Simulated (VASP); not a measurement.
A run of VASP 6.6.1:

File INCAR:

```
PREC     = Accurate       # precision mode
ENCUT    = 600            # plane-wave cutoff, eV
EDIFF    = 1E-7           # SCF threshold, eV
ISMEAR   = 0              # smearing method
SIGMA    = 0.1            # smearing width, eV
LREAL    = False          # projectors in reciprocal space
LASPH    = True           # aspherical terms in the spheres
NELM     = 100            # most SCF steps
ALGO     = Normal         # electronic algorithm
ISIF     = 3              # what is computed and relaxed
LWAVE    = False          # write WAVECAR
LCHARG   = False          # write CHGCAR
GGA      = PE             # functional
IVDW     = 12             # dispersion correction
IBRION   = 2              # ionic algorithm
NSW      = 100            # ionic steps
EDIFFG   = -0.01          # ionic threshold
```

KPOINTS

```
Automatic mesh
0
Gamma
  6 6 10
```

File POSCAR:

```
NaP6
1.0
    6.7875851001      0.0000000000      0.0000000000
   -3.3937925500      5.8782211270      0.0000000000
    0.0000000000      0.0000000000      3.7958904641
Na P
1 6
Direct
    0.0000000000      0.0000000000      0.5000000000
    0.6641514685      0.0000000000      0.0000000000
    0.3358485315      0.3358485315      0.0000000000
    0.0000000000      0.6641514685      0.0000000000
    0.3358485315      0.0000000000      0.0000000000
    0.0000000000      0.3358485315      0.0000000000
    0.6641514685      0.6641514685      0.0000000000
```

Potentials or basis: VASP PAW PBE potentials, release 64 (Na_pv, P).

Command:

```console
$ cat potpaw_PBE.64/Na_pv/POTCAR potpaw_PBE.64/P/POTCAR > POTCAR
$ mpirun -np 1 vasp_std > vasp.out
```

Hardware: 1 thread of Intel(R) Xeon(R) Platinum 8259CL CPU @ 2.50GHz (Skylake/Cascade Lake) (shared host).

Q: How long does it take, and how much memory?

A: Run time: 18 min on 1 thread of Intel(R) Xeon(R) Platinum 8259CL CPU @ 2.50GHz (Skylake/Cascade Lake), with other jobs on the host, peak memory 0.37 GiB. Counts: scf iterations 91, k points 42, ion steps 11.
